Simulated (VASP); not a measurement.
## ZnS (x): single point with PBEsol

ZnS (x):

```
CELL_PARAMETERS angstrom
3.82300 0.00000 0.00000
-1.91150 3.31082 0.00000
0.00000 0.00000 6.26100
ATOMIC_POSITIONS crystal
Zn 0.33333 0.66667 0.98134
Zn 0.66667 0.33333 0.48134
S 0.33333 0.66667 0.39366
S 0.66667 0.33333 0.89366
```

| Quantity | Value |
| --- | --- |
| Program | VASP 6.6.1 |
| Task | single point |
| Functional | PBEsol |
| Potentials or basis | VASP PAW PBE potentials, release 64 (Zn, S) |
| Cutoff | 520 eV |
| k mesh | 9 × 9 × 6 |
| Occupations | gaussian, width 0.01 eV |
| Spin | no spin polarisation |
| Dipole correction | no |
| Further INCAR settings | ALGO = Normal; EDIFF = 1e-06; NBANDS = 26 |

The pressure is -0.5 GPa and the largest force is 0.717 eV/Å. The band gap on the k mesh is 2.10 eV, direct.

Forces on the atoms (eV/Å):
```
Zn   0.000  0.000  0.717
Zn   0.000  0.000  0.717
S    0.000  0.000 -0.717
S    0.000  0.000 -0.717
```

Stress tensor (GPa, compression positive):
```
 1.09  0.00  0.00
 0.00  1.09  0.00
 0.00  0.00 -3.79
```

Levels at points of the mesh, in eV from the valence-band top:
| k point | band 15 | band 16 | band 17 | band 18 | band 19 | band 20 | band 21 | band 22 |
| --- | --- | --- | --- | --- | --- | --- | --- | --- |
| (0.00, 0.00, 0.00) | -0.84 | -0.13 | -0.13 | 0.00 | 2.10 | 2.58 | 6.13 | 6.13 |
| (0.00, 0.00, 0.50) | -0.49 | -0.49 | -0.49 | -0.49 | 3.18 | 3.18 | 6.51 | 6.51 |

Wall time 36 s on 1 thread of Intel(R) Xeon(R) 6975P-C (Granite Rapids), on a shared host, peak memory 0.23 GiB.

Caveat: the PAW data sets were made with another functional, which shifts forces and pressure a little. As with any semilocal functional, this PBEsol gap is likely too small.
